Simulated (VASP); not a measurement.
Crystal: HfC.

```
Hf C
1.0
     0.00000    2.32500    2.32500
     2.32500    0.00000    2.32500
     2.32500    2.32500    0.00000
Hf C
1 1
Direct
  0.50000 0.50000 0.50000
  0.00000 0.00000 0.00000
```

Base run:

| Item | Value |
| --- | --- |
| Program | VASP 6.6.1 |
| Functional | r2SCAN |
| Dispersion | D3(BJ) |
| Potentials or basis | VASP PAW PBE potentials, release 64 (Hf_pv, C) |
| Cutoff | 520 eV |
| k mesh | 10 × 10 × 10 |
| Occupations | gaussian, width 0.1 eV |
| Spin | no spin polarisation |

Its results: band gap on the k mesh zero (bands 7 and 8 overlap by 1.47 eV); pressure -4.6 GPa.

The run is repeated on the same cell with these changes: functional from r2SCAN to BLYP; occupations from gaussian, width 0.1 eV to tetrahedron. What comes out?

Band gap on the k mesh zero (bands 7 and 8 overlap by 1.36 eV); pressure -3.8 GPa.

Caveats: the cell stands under tension; the PAW data sets were made with another functional, which shifts forces and pressure a little; spin-orbit coupling is left out, which moves the levels of the heavy elements; tetrahedron occupations give inexact forces and stress in metals (at least some runs).
